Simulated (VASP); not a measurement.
# NbP (I4_1md) in VASP: notebook

Aim: see how the results for NbP move with the level of theory and the settings. Levels: PBEsol, LDA. Tasks: single point, vibrations by perturbation theory.

Program: VASP 6.6.1. These are calculated values, not measurements. Logs are shortened: lines on timing, memory, paths and dates and some standing lists are left out, and cuts for length are marked.

## 1. The cell of the first run

It takes space group I4_1md (No. 109, tetragonal). Conventional cell: a = 3.350 Å, b = 3.350 Å, c = 11.480 Å, α = 90.00°, β = 90.00°, γ = 90.00°. Nb (site symmetry 2mm) has 6 P at 2.55 Å and 8 Nb at 3.32 to 3.35 Å within 3.4 Å. Within 3.4 Å of P (site symmetry 2mm) lie 6 Nb at 2.55 Å and 8 P at 3.32 to 3.35 Å.

## 2. Single point, PBEsol

POSCAR reads:

```
NbP
1.0
   -1.6749232544      1.6749232544      5.7401081759
    1.6749232544     -1.6749232544      5.7401081759
    1.6749232544      1.6749232544     -5.7401081759
Nb P
2 2
Direct
    0.2498808000      0.7498808000      0.5000000000
    0.4998808000      0.4998808000      0.0000000000
    0.8327477700      0.3327477700      0.5000000000
    0.0827477700      0.0827477700      0.0000000000
```

INCAR.step1 reads:

```
SYSTEM = NbP
PREC     = Accurate       ! precision mode
ENCUT    = 520            ! plane-wave cutoff, eV
EDIFF    = 1E-6           ! SCF threshold, eV
ISMEAR   = -1             ! smearing method
SIGMA    = 0.05           ! smearing width, eV
LREAL    = .False.        ! projectors in reciprocal space
LASPH    = .True.         ! aspherical terms in the spheres
NELM     = 80             ! most SCF steps
ALGO     = Normal         ! electronic algorithm
ISIF     = 2              ! what is computed and relaxed
LWAVE    = .False.        ! write WAVECAR
LCHARG   = .True.         ! write CHGCAR
LMAXMIX  = 4              ! l up to which the mixer works
GGA      = PS             ! functional
NBANDS   = 26             ! bands
```

KPOINTS.step1 reads:

```
Automatic mesh
0
Gamma
  11 11 11
  0 0 0
```

INCAR.step2 reads:

```
SYSTEM = NbP
PREC     = Accurate       ! precision mode
ENCUT    = 520            ! plane-wave cutoff, eV
EDIFF    = 1E-6           ! SCF threshold, eV
ISMEAR   = -5             ! smearing method
SIGMA    = 0.05           ! smearing width, eV
LREAL    = .False.        ! projectors in reciprocal space
LASPH    = .True.         ! aspherical terms in the spheres
NELM     = 80             ! most SCF steps
ALGO     = Normal         ! electronic algorithm
ISIF     = 2              ! what is computed and relaxed
LWAVE    = .False.        ! write WAVECAR
LCHARG   = .False.        ! write CHGCAR
LMAXMIX  = 4              ! l up to which the mixer works
GGA      = PS             ! functional
LORBIT   = 10             ! projections on sites
NBANDS   = 26             ! bands
NEDOS    = 1001           ! points of the DOS
ICHARG   = 11             ! starting density
```

KPOINTS.step2 reads:

```
Automatic mesh
0
Gamma
  17 17 17
  0 0 0
```

Potentials or basis: VASP PAW PBE potentials, release 64 (Nb_sv, P).

Launch:

```bash
cat potpaw_PBE.64/Nb_sv/POTCAR potpaw_PBE.64/P/POTCAR > POTCAR
cp INCAR.step1 INCAR
cp KPOINTS.step1 KPOINTS
mpirun -np 1 vasp_std > vasp.out
cp INCAR.step2 INCAR
cp KPOINTS.step2 KPOINTS
mpirun -np 1 vasp_std > vasp.out
```

OUTCAR:

```text
SYSTEM = NbP
   PREC = Accurate
   ENCUT = 520
   EDIFF = 1E-6
   ISMEAR = -5
   LREAL = .False.
   LASPH = .True.
   NELM = 80
   ISIF = 2
   GGA = PS
   LORBIT = 10
   ICHARG = 11

 ion  position               nearest neighbor table
   1  0.250  0.750  0.500-   4 2.55   4 2.55   3 2.55   3 2.55   3 2.55   3 2.55
   2  0.500  0.500  0.000-   3 2.55   3 2.55   4 2.55   4 2.55   4 2.55   4 2.55
   3  0.833  0.333  0.500-   2 2.55   2 2.55   1 2.55   1 2.55   1 2.55   1 2.55
   4  0.083  0.083  0.000-   1 2.55   1 2.55   2 2.55   2 2.55   2 2.55   2 2.55

  LATTYP: Found a body centered tetragonal cell.
 ALAT       =     3.3498465088
 C/A-ratio  =     3.4270872775

  Lattice vectors:

 A1 = (  -1.6749232544,   1.6749232544,   5.7401081759)
 A2 = (   1.6749232544,  -1.6749232544,   5.7401081759)
 A3 = (   1.6749232544,   1.6749232544,  -5.7401081759)

Analysis of symmetry for initial positions (statically):
=====================================================================
 Subroutine PRICEL returns:
 Original cell was already a primitive cell.

 Routine SETGRP: Setting up the symmetry group for a
 body centered tetragonal supercell.

 Subroutine GETGRP returns: Found  8 space group operations
 (whereof  4 operations were pure point group operations)
 out of a pool of 16 trial point group operations.

The static configuration has the point symmetry C_2v.
 The point group associated with its full space group is C_4v.

Analysis of symmetry for dynamics (positions and initial velocities):
=====================================================================
 Subroutine PRICEL returns:
 Original cell was already a primitive cell.

 Routine SETGRP: Setting up the symmetry group for a
 body centered tetragonal supercell.

 Subroutine GETGRP returns: Found  8 space group operations
 (whereof  4 operations were pure point group operations)
 out of a pool of 16 trial point group operations.

The dynamic configuration has the point symmetry C_2v.
 The point group associated with its full space group is C_4v.

 Subroutine INISYM returns: Found  8 space group operations
 (whereof  4 operations are pure point group operations),
 and found     1 'primitive' translations

----------------------------------------------------------------------------------------

                                     Primitive cell

  volume of cell :      64.4125

  direct lattice vectors                    reciprocal lattice vectors
    -1.674923254  1.674923254  5.740108176     0.000000000  0.298521140  0.087106372
     1.674923254 -1.674923254  5.740108176     0.298521140  0.000000000  0.087106372
     1.674923254  1.674923254 -5.740108176     0.298521140  0.298521140  0.000000000

  length of vectors
     6.209635874  6.209635874  6.209635874     0.310970081  0.310970081  0.422172645

  position of ions in fractional coordinates (direct lattice)
     0.249880800  0.749880800  0.500000000
     0.499880800  0.499880800  0.000000000
     0.832747770  0.332747770  0.500000000
     0.082747770  0.082747770  0.000000000

  ion indices of the primitive-cell ions
   primitive index   ion index
                 1           1
                 2           2
                 3           3
                 4           4

----------------------------------------------------------------------------------------

 KPOINTS: Automatic mesh

Automatic generation of k-mesh.
 Grid dimensions read from file:
 generate k-points for:   17   17   17

 Generating k-lattice:

  Cartesian coordinates                     Fractional coordinates (reciprocal lattice)
     0.000000000  0.017560067  0.005123904     0.058823529  0.000000000 -0.000000000
     0.017560067  0.000000000  0.005123904     0.000000000  0.058823529 -0.000000000
     0.017560067  0.017560067  0.000000000     0.000000000  0.000000000  0.058823529

  Length of vectors
     0.018292358  0.018292358  0.024833685

  Shift w.r.t. Gamma in fractional coordinates (k-lattice)
     0.000000000  0.000000000  0.000000000

 TETIRR: Found   6263 inequivalent tetrahedra from    29478

 Subroutine IBZKPT returns following result:
 ===========================================

 Found    405 irreducible k-points:

 Following reciprocal coordinates:
            Coordinates               Weight
  0.000000  0.000000  0.000000      1.000000
  0.058824  0.000000 -0.000000      8.000000
  0.117647  0.000000  0.000000      8.000000
  0.176471  0.000000  0.000000      8.000000
  0.235294  0.000000  0.000000      8.000000
  0.294118  0.000000  0.000000      8.000000
[... 16 lines left out ...]
 -0.176471  0.058824  0.000000     16.000000
 -0.117647  0.058824 -0.000000     16.000000
 [... further k-points ...]
   k-points           NKPTS =    405   k-points in BZ     NKDIM =    405   number of bands    NBANDS=     26
   number of dos      NEDOS =   1001   number of ions     NIONS =      4
   total plane-waves  NPLWV = 110592
   dimension x,y,z NGX =    48 NGY =   48 NGZ =   48
   dimension x,y,z NGXF=    96 NGYF=   96 NGZF=   96
   ions per type =               2   2
   NGX,Y,Z   is equivalent  to a cutoff of  12.85, 12.85, 12.85 a.u.
   NGXF,Y,Z  is equivalent  to a cutoff of  25.70, 25.70, 25.70 a.u.
 SYSTEM =  NbP
   PREC   = accura    normal or accurate (medium, high low for compatibility)
   ISTART =      0    job   : 0-new  1-cont  2-samecut
   ICHARG =     11    charge: 1-file 2-atom 10-const
   ISPIN  =      1    spin polarized calculation?
   LNONCOLLINEAR =      F non collinear calculations
   LSORBIT =      F    spin-orbit coupling
   LASPH  =      T    aspherical Exc in radial PAW
   ENCUT  =  520.0 eV  38.22 Ry    6.18 a.u.  11.55 11.55 11.55*2*pi/ulx,y,z
   NELM   =     80;   NELMIN=  2; NELMDL=  0     # of ELM steps
   EDIFF  = 0.1E-05   stopping-criterion for ELM
   LREAL  =      F    real-space projection
   EDIFFG = 0.1E-04   stopping-criterion for IOM
   NSW    =      0    number of steps for IOM
   IBRION =     -1    ionic relax: 0-MD 1-quasi-New 2-CG
   NFREE  =      0    steps in history (QN), initial steepest desc. (CG)
   ISIF   =      2    stress and relaxation
   ISYM   =      2    0-nonsym 1-usesym 2-fastsym
   POTIM  = 0.5000    time-step for ionic-motion
   TEBEG  =    0.0;   TEEND  =   0.0 temperature during run
   PSTRESS=    0.0 pullay stress
   NELECT =      36.0000    total number of electrons
   NUPDOWN=      -1.0000    fix difference up-down
   EMIN   =  10.00;   EMAX   =-10.00  energy-range for DOS
   EFERMI =   0.00;   METHOD = LEGACY
   ISMEAR =    -5;   SIGMA  =   0.05  broadening in eV -4-tet -1-fermi 0-gaus
   EFERMI_NEDOS =   21; number of points for ismear=-14 and -15
   IALGO  =     38    algorithm
   IMIX   =      4    mixing-type and parameters
     AMIX     =   0.40;   BMIX     =  1.00
     AMIX_MAG =   1.60;   BMIX_MAG =  1.00
  volume/ion in A,a.u.               =      16.10       108.67
  Fermi-wavevector in a.u.,A,eV,Ry     =   1.348504  2.548304 24.741706  1.818464
  Thomas-Fermi vector in A             =   2.476168
   LORBIT       =     10    0 simple, 1 ext, 2 COOP (PROOUT), +10 PAW based schemes
   GGA     = PS    functional components
   LHFCALC =     F    Hartree Fock is set to
   AEXX    =    0.0000 exact exchange contribution
   IVDW    =     0    specifies the selected vdW correction
   LEPSILON=     F    determine dielectric tensor
   LRPA    =     F    only Hartree local field effects (RPA)
 non-spin polarized calculation
 Fermi weights with tetrahedron method with Bloechl corrections
  energy-cutoff  :      520.00
  volume of cell :       64.41
 maximum number of plane-waves:      1756

 number of electron      35.9999999 magnetization

 Free energy of the ion-electron system (eV)
  ---------------------------------------------------
  ext. energy  EPLUGINS =         0.00000000
  ---------------------------------------------------
  free energy    TOTEN  =       -37.79277876 eV

  energy without entropy =      -37.79277876  energy(sigma->0) =      -37.79277876

 E-fermi :  10.4779     XC(G=0): -12.0994

 val. band max:       10.5330658579   @ k =  -0.2353  -0.4706   0.2353
 cond. band min:      10.4436704958   @ k =  -0.1176   0.4118   0.1176
 fundamental gap:     -0.0893953622
 Fermi energy:        10.4778672453

 k-point     1 :       0.0000    0.0000    0.0000
  band No.  band energies     occupation
      1     -44.3817      2.00000
      2     -44.3444      2.00000
      3     -20.6742      2.00000
      4     -20.4735      2.00000
      5     -20.4735      2.00000
      6     -20.3285      2.00000
[... 18 lines left out ...]
     25      14.5312      0.00000
     26      14.5321      0.00000

 k-point     2 :       0.0588    0.0000   -0.0000
  band No.  band energies     occupation
      1     -44.3809      2.00000
      2     -44.3441      2.00000
      3     -20.6710      2.00000
      4     -20.4830      2.00000
      5     -20.4727      2.00000
      6     -20.3382      2.00000
[... 18 lines left out ...]
     25      14.5002      0.00000
     26      14.7062      0.00000

 k-point     3 :       0.1176    0.0000    0.0000
  band No.  band energies     occupation
      1     -44.3785      2.00000
      2     -44.3431      2.00000
      3     -20.6620      2.00000
      4     -20.5095      2.00000
      5     -20.4706      2.00000
      6     -20.3644      2.00000
[... 18 lines left out ...]
     25      14.6423      0.00000
     26      15.1460      0.00000

 k-point     4 :       0.1765    0.0000    0.0000
  band No.  band energies     occupation
      1     -44.3748      2.00000
      2     -44.3417      2.00000
      3     -20.6503      2.00000
      4     -20.5472      2.00000
      5     -20.4673      2.00000
      6     -20.4017      2.00000
[... 18 lines left out ...]
     25      14.9304      0.00000
     26      15.7002      0.00000
[... 496 lines left out ...]
      1     -44.3699      2.00000
      2     -44.3393      2.00000
      3     -20.6482      2.00000
      4     -20.5803      2.00000
      5     -20.4721      2.00000
      6     -20.4441      2.00000
[... 18 lines left out ...]
     25      15.2550      0.00000
     26      16.1075      0.00000

 k-point    23 :      -0.1765    0.0588    0.0000
  band No.  band energies     occupation
      1     -44.3744      2.00000
      2     -44.3409      2.00000
      3     -20.6513      2.00000
      4     -20.5461      2.00000
      5     -20.4761      2.00000
      6     -20.4012      2.00000
[... 18 lines left out ...]
     25      15.0042      0.00000
     26      15.5902      0.00000

 k-point    24 :      -0.1176    0.0588   -0.0000
  band No.  band energies     occupation
      1     -44.3779      2.00000
      2     -44.3425      2.00000
      3     -20.6618      2.00000
      4     -20.5086      2.00000
      5     -20.4795      2.00000
      6     -20.3638      2.00000
[... 18 lines left out ...]
     25      14.6459      0.00000
     26      15.1130      0.00000

 [... further k-points ...]

------------------------ aborting loop because EDIFF is reached ----------------------------------------

  FORCE on cell =-STRESS in cart. coord.  units (eV):
  Direction    XX          YY          ZZ          XY          YZ          ZX
  --------------------------------------------------------------------------------------
  -------------------------------------------------------------------------------------
  Total       -2.6417597     -2.6417597     -2.7065180      0.0000000      0.0000000      0.0000000
  in kB      -65.7103830    -65.7103830    -67.3211618      0.0000000      0.0000000      0.0000000
  external PRESSURE =     -66.2473092 kB  Pullay stress =       0.0000000 kB

 VOLUME and BASIS-vectors are now :
 -----------------------------------------------------------------------------
  energy-cutoff  :      520.00
  volume of cell :       64.41
      direct lattice vectors                 reciprocal lattice vectors
    -1.674923254  1.674923254  5.740108176     0.000000000  0.298521140  0.087106372
     1.674923254 -1.674923254  5.740108176     0.298521140  0.000000000  0.087106372
     1.674923254  1.674923254 -5.740108176     0.298521140  0.298521140  0.000000000

 POSITION                                       TOTAL-FORCE (eV/Angst)
 -----------------------------------------------------------------------------------
      1.67492      0.00000      2.86869        -0.000000      0.000000      0.021297
      0.00000      0.00000      5.73874         0.000000     -0.000000      0.021297
      0.00000      1.67492      3.82002        -0.000000      0.000000     -0.021297
      0.00000      0.00000      0.94996         0.000000     -0.000000     -0.021297
 -----------------------------------------------------------------------------------
    total drift:                               -0.000000     -0.000000     -0.001340

  FREE ENERGIE OF THE ION-ELECTRON SYSTEM (eV)
  ---------------------------------------------------
  free  energy   TOTEN  =       -37.7927787590 eV

  energy  without entropy=      -37.7927787590  energy(sigma->0) =      -37.79277876

 total charge

# of ion       s       p       d       tot
------------------------------------------
    1        2.156   6.026   2.459  10.640
    2        2.156   6.026   2.459  10.640
    3        1.016   1.516   0.000   2.532
    4        1.016   1.516   0.000   2.532
--------------------------------------------------
tot          6.345  15.084   4.918  26.346
```

It took 37 min on 1 thread of Intel Xeon 8259CL, shared host; peak memory 0.73 GiB.

What came out:

* Valence electrons inside the program's atomic spheres: Nb 10.64; P 2.53

Caveat: the PAW data sets were made with another functional, which shifts forces and pressure a little; tetrahedron occupations give inexact forces and stress in metals.

(Continued in part 2 of 2.)
